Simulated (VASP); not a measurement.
# AlN (P6_3mc) in VASP: relaxation of the atoms with LDA

Aim: the relaxation of the atoms of AlN with LDA.

Everything below comes from runs of VASP 6.6.1. Logs are shortened: lines on timing, memory, paths and dates and some standing lists are left out, and cuts for length are marked.

### Step 1. The cell of the first run

It takes space group P6_3mc (No. 186, hexagonal). The conventional cell has a = 3.113 Å, b = 3.113 Å, c = 4.971 Å, α = 90.00°, β = 90.00°, γ = 120.00°. Al (site symmetry 3m) has 4 N at 1.89 Å within 2.5 Å. N (site symmetry 3m) has 4 Al at 1.89 Å within 2.5 Å.

### Step 2. Relaxation of the atoms, LDA

File INCAR:

```
PREC = Accurate
ENCUT = 520
EDIFF = 1E-7
ISMEAR = 0
SIGMA = 0.01
LREAL = False
LASPH = True
NELM = 80
ALGO = Normal
ISIF = 2
LWAVE = False
LCHARG = False
IBRION = 2
NSW = 80
EDIFFG = -0.001
```

File KPOINTS:

```
regular mesh
0
Gamma
  9 9 6
```

File POSCAR:

```
AlN
1.0
    3.1130000000      0.0000000000      0.0000000000
   -1.5565000000      2.6959370820      0.0000000000
    0.0000000000      0.0000000000      4.9710380000
Al N
2 2
Direct
    0.3333333333      0.6666666667      0.0000000000
    0.6666666667      0.3333333333      0.5000000000
    0.3333333333      0.6666666667      0.3800000000
    0.6666666667      0.3333333333      0.8800000000
```

Potentials or basis: VASP PAW LDA potentials, release 64 (Al, N).

Command:

```sh
> cat potpaw_LDA.64/Al/POTCAR potpaw_LDA.64/N/POTCAR > POTCAR
> mpirun -np 1 vasp_std > vasp.out
```

OUTCAR:

```text
PREC = Accurate
   ENCUT = 520
   EDIFF = 1E-7
   ISMEAR = 0
   LREAL = False
   LASPH = True
   NELM = 80
   ISIF = 2
   IBRION = 2
   NSW = 80
   EDIFFG = -0.001

 ion  position               nearest neighbor table
   1  0.333  0.667  0.000-   3 1.89   4 1.89   4 1.89   4 1.89   2 3.07   2 3.07   2 3.07   2 3.07
                             2 3.07   2 3.07
   2  0.667  0.333  0.500-   4 1.89   3 1.89   3 1.89   3 1.89   1 3.07   1 3.07   1 3.07   1 3.07
                             1 3.07   1 3.07
   3  0.333  0.667  0.380-   1 1.89   2 1.89   2 1.89   2 1.89
   4  0.667  0.333  0.880-   2 1.89   1 1.89   1 1.89   1 1.89

  LATTYP: Found a hexagonal cell.
 ALAT       =     3.1130000000
 C/A-ratio  =     1.5968641182

  Lattice vectors:

 A1 = (   3.1130000000,   0.0000000000,   0.0000000000)
 A2 = (  -1.5565000000,   2.6959370820,   0.0000000000)
 A3 = (   0.0000000000,   0.0000000000,   4.9710380000)

Analysis of symmetry for initial positions (statically):
=====================================================================
 Subroutine PRICEL returns:
 Original cell was already a primitive cell.

 Routine SETGRP: Setting up the symmetry group for a
 hexagonal supercell.

 Subroutine GETGRP returns: Found 12 space group operations
 (whereof  6 operations were pure point group operations)
 out of a pool of 24 trial point group operations.

The static configuration has the point symmetry C_3v.
 The point group associated with its full space group is C_6v.

Analysis of symmetry for dynamics (positions and initial velocities):
=====================================================================
 Subroutine PRICEL returns:
 Original cell was already a primitive cell.

 Routine SETGRP: Setting up the symmetry group for a
 hexagonal supercell.

 Subroutine GETGRP returns: Found 12 space group operations
 (whereof  6 operations were pure point group operations)
 out of a pool of 24 trial point group operations.

The dynamic configuration has the point symmetry C_3v.
 The point group associated with its full space group is C_6v.

 Subroutine INISYM returns: Found 12 space group operations
 (whereof  6 operations are pure point group operations),
 and found     1 'primitive' translations

[... 116 lines left out ...]
   IMIX   =      4    mixing-type and parameters
     AMIX     =   0.40;   BMIX     =  1.00
     AMIX_MAG =   1.60;   BMIX_MAG =  1.00
  volume/ion in A,a.u.               =      10.43        70.38
  Fermi-wavevector in a.u.,A,eV,Ry     =   1.189423  2.247683 19.248516  1.414726
  Thomas-Fermi vector in A             =   2.325530
   LORBIT       =      0    0 simple, 1 ext, 2 COOP (PROOUT), +10 PAW based schemes
   GGA     = CA    functional components
   LHFCALC =     F    Hartree Fock is set to
   AEXX    =    0.0000 exact exchange contribution
   IVDW    =     0    specifies the selected vdW correction
   LEPSILON=     F    determine dielectric tensor
   LRPA    =     F    only Hartree local field effects (RPA)
 conjugate gradient relaxation of ions
 non-spin polarized calculation
 Gauss-broadening in eV      SIGMA  =   0.01
  energy-cutoff  :      520.00
  volume of cell :       41.72
 maximum number of plane-waves:      1134
 NGX is ok and might be reduce to    24
   NGX = 11   NGY = 11   NGZ = 19

--------------------------------------- Ionic step        1  -------------------------------------------

 number of electron      16.0000000 magnetization

 Free energy of the ion-electron system (eV)
  ---------------------------------------------------
  ext. energy  EPLUGINS =         0.00000000
  ---------------------------------------------------
  free energy    TOTEN  =       -32.83096745 eV

  energy without entropy =      -32.83096745  energy(sigma->0) =      -32.83096745

------------------------ aborting loop because EDIFF is reached ----------------------------------------

  FORCE on cell =-STRESS in cart. coord.  units (eV):
  Direction    XX          YY          ZZ          XY          YZ          ZX
  --------------------------------------------------------------------------------------
  -------------------------------------------------------------------------------------
  Total       -1.1827337     -1.1827337     -0.5276036      0.0000000     -0.0000000      0.0000000
  in kB      -45.4215116    -45.4215116    -20.2620039      0.0000000     -0.0000000      0.0000000
  external PRESSURE =     -37.0350091 kB  Pullay stress =       0.0000000 kB
[... 63 lines left out ...]
--------------------------------------- Ionic step        3  -------------------------------------------

 number of electron      16.0000000 magnetization

 Free energy of the ion-electron system (eV)
  ---------------------------------------------------
  ext. energy  EPLUGINS =         0.00000000
  ---------------------------------------------------
  free energy    TOTEN  =       -32.83258030 eV

  energy without entropy =      -32.83258030  energy(sigma->0) =      -32.83258030

 E-fermi :   5.9701     XC(G=0): -11.2503

 val. band max:        5.9194935381   @ k =   0.0000   0.0000   0.0000
 cond. band min:      10.1440206889   @ k =   0.0000   0.0000   0.0000
 fundamental gap:      4.2245271508
 Fermi energy:         5.9700814470

 k-point     1 :       0.0000    0.0000    0.0000
  band No.  band energies     occupation
      1      -9.1355      2.00000
      2      -6.8997      2.00000
      3      -0.1415      2.00000
      4       5.0170      2.00000
      5       5.0170      2.00000
      6       5.6801      2.00000
      7       5.6801      2.00000
      8       5.9195      2.00000
      9      10.1440      0.00000
     10      12.4315      0.00000
     11      16.4058      0.00000
     12      16.8302      0.00000
[... 331 lines left out ...]
 k-point    24 :       0.3333    0.3333    0.1667
  band No.  band energies     occupation
      1      -6.5360      2.00000
      2      -6.5360      2.00000
      3       1.1345      2.00000
      4       1.6839      2.00000
      5       1.6839      2.00000
      6       3.1815      2.00000
      7       4.0117      2.00000
      8       4.0117      2.00000
      9      11.2238      0.00000
     10      14.0697      0.00000
     11      14.9029      0.00000
     12      14.9029      0.00000

 [... further k-points ...]

------------------------ aborting loop because EDIFF is reached ----------------------------------------

  FORCE on cell =-STRESS in cart. coord.  units (eV):
  Direction    XX          YY          ZZ          XY          YZ          ZX
  --------------------------------------------------------------------------------------
  -------------------------------------------------------------------------------------
  Total       -1.0650009     -1.0650009     -0.8091361      0.0000000      0.0000000     -0.0000000
  in kB      -40.9001210    -40.9001210    -31.0739307      0.0000000      0.0000000     -0.0000000
  external PRESSURE =     -37.6247242 kB  Pullay stress =       0.0000000 kB
[... 19 lines left out ...]
  FREE ENERGIE OF THE ION-ELECTRON SYSTEM (eV)
  ---------------------------------------------------
  free  energy   TOTEN  =       -32.8325803043 eV

  energy  without entropy=      -32.8325803043  energy(sigma->0) =      -32.83258030

 reached required accuracy - stopping structural energy minimisation
```

OSZICAR:

```text
N       E                     dE             d eps       ncg     rms          rms(c)
DAV:   1     0.486126558600E+02    0.48613E+02   -0.76208E+03  1152   0.119E+03
DAV:   2    -0.342285517116E+02   -0.82841E+02   -0.76725E+02  1744   0.214E+02
DAV:   3    -0.378593172526E+02   -0.36308E+01   -0.36126E+01  1488   0.483E+01
[... 22 lines left out ...]
DAV:   1    -0.328325744055E+02   -0.90037E-04   -0.16794E-02  1152   0.119E+00    0.211E-02
DAV:   2    -0.328325876994E+02   -0.13294E-04   -0.24915E-04  1352   0.134E-01    0.135E-02
DAV:   3    -0.328325807767E+02    0.69227E-05   -0.76344E-06  1344   0.320E-02    0.506E-03
DAV:   4    -0.328325803209E+02    0.45582E-06   -0.60914E-06  1332   0.212E-02    0.217E-03
DAV:   5    -0.328325803043E+02    0.16560E-07   -0.39076E-07  1040   0.592E-03
   3 F= -.32832580E+02 E0= -.32832580E+02  d E =-.161285E-02
```

Run time: 48 s. Hardware: 1 thread of Intel Xeon 8259CL, shared host; peak memory 0.15 GiB.

Results:

```yaml
Free_energy: -32.8326 eV
Energy_gained_by_relaxing: 0.4 meV/atom
Ionic_steps: 3
Pressure_after_relaxing: -3.8 GPa
Band_gap_on_the_k_mesh: 4.22 eV
```

The path:
```csv
step,energy change (eV),largest force (eV/Å),pressure (GPa)
1,0.0000,0.1451,-3.70
2,-0.0015,0.0345,-3.77
3,-0.0016,0.0001,-3.76
```

Final structure:
```
Al N
1.0
     3.11300    0.00000    0.00000
    -1.55650    2.69594    0.00000
     0.00000    0.00000    4.97104
Al N
2 2
Cartesian
  0.0000 1.7973 4.9654
  1.5565 0.8986 2.4799
  0.0000 1.7973 1.8946
  1.5565 0.8986 4.3801
```

A k mesh can miss the band edges. LDA gaps usually lie below the measured ones, often by a third to a half.
